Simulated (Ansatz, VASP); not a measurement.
## Cu in VASP and in Ansatz

The input INCAR:

```
SYSTEM = Cu
PREC = Accurate
ENCUT = 520
EDIFF = 1E-6
ISMEAR = -1
SIGMA = 0.05
LREAL = .FALSE.
LASPH = .TRUE.
NELM = 60
ALGO = Normal
ISIF = 2
LWAVE = .FALSE.
LCHARG = .FALSE.
GGA = PE
NBANDS = 18
```

KPOINTS

```
Automatic mesh
0
G
  17 17 17
  0 0 0
```

File POSCAR:

```
Cu
1.0
   -1.9504400294      1.9504400294      1.0400027548
    1.9504400294     -1.9504400294      1.0400027548
    1.9504400294      1.9504400294     -1.0400027548
Cu
2
Direct
   -0.3750000000     -0.1250000000     -0.2500000000
    0.3750000000      0.1250000000      0.2500000000
```

Input for Ansatz:

```yaml
crystal:
  lattice:
    - [-1.9504400294, 1.9504400294, 1.0400027548]
    - [1.9504400294, -1.9504400294, 1.0400027548]
    - [1.9504400294, 1.9504400294, -1.0400027548]
  atoms:
    - { symbol: Cu, position: [-0.375, -0.125, -0.25] }
    - { symbol: Cu, position: [0.375, 0.125, 0.25] }
kpoints:
  mp_grid: { grid: [17, 17, 17] }
scf:
  occupations: { method: fermi_dirac, width: 0.05 }
hamiltonian:
  xc: pbe
  pseudopotentials: { kind: all_electron, lapw: { basis_error: 0.001 } }
output:
  forces: true
  stress: true
  eigenvalues: true
  populations: true
```

Change from the starting cell: volume scaled by 0.6, LAPW.

Alike in both runs: task single point; functional PBE; k mesh 17 × 17 × 17; occupations fermi-dirac, width 0.05 eV; no spin polarisation.

```csv
,VASP,Ansatz
version,VASP 6.6.1,Ansatz 0.2.0
potentials or method,"VASP PAW PBE potentials, release 64 (Cu), cutoff 520 eV","all-electron LAPW, scalar-relativistic"
```

VASP gave:

* pressure (GPa): 206.5
* traceless stress, the component that is largest in VASP (GPa): 0.42

Q: Which values does Ansatz return?

A: Pressure (GPa): 205.9; traceless stress, the component that is largest in VASP (GPa): 0.12.

Both programs put the cell under a high pressure, so it lies far from rest at this level. Ansatz ran all-electron here, and VASP with PAW potentials.

Noted on VASP's run: the cell as given lies far from equilibrium.
